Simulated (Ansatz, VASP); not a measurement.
**Si4Ru: VASP beside Ansatz**

```
Si Ru
1.0
     0.00000    3.41713    3.41713
     3.41713    0.00000    3.41713
     3.41713    3.41713    0.00000
Si Ru
4 1
Cartesian
  0.8506 0.8506 0.8506
  2.5665 2.5665 0.8506
  2.5665 0.8506 2.5665
  0.8506 2.5665 2.5665
  3.4171 3.4171 3.4171
```

Alike in both runs: functional PBE; k mesh 4 × 4 × 4; occupations gaussian, width 0.1 eV; no spin polarisation.

Ansatz relaxed the structure, and its values are those at the end. VASP's run is a single point on that final structure, the one shown.

|  | VASP | Ansatz |
| --- | --- | --- |
| version | VASP 6.6.1 | Ansatz 0.2.0 |
| potentials or method | VASP PAW PBE potentials, release 64 (Si, Ru_pv), cutoff 520 eV | scalar-relativistic, plane waves, PAW |
| valence electrons in the cell | 30 | 32 |

VASP gave:

| Property | Result |
| --- | --- |
| gap on the k mesh at the Fermi level (eV) | none |
| pressure (GPa) | -0.5 |
| rms of the force components (eV/Å) | 0.022 |

Problem. What did Ansatz give for the same quantities?

Solution. gap on the k mesh at the Fermi level (eV): none; pressure (GPa): -0.4; rms of the force components (eV/Å): 0.023.

A gap of «none» marks a metal or a gap that the smearing closes. VASP's potentials hold 30 valence electrons a cell and Ansatz's 32, so a difference there can come from the potentials and not from the codes.

The k mesh is coarse, so the values compare programs but aren't converged.
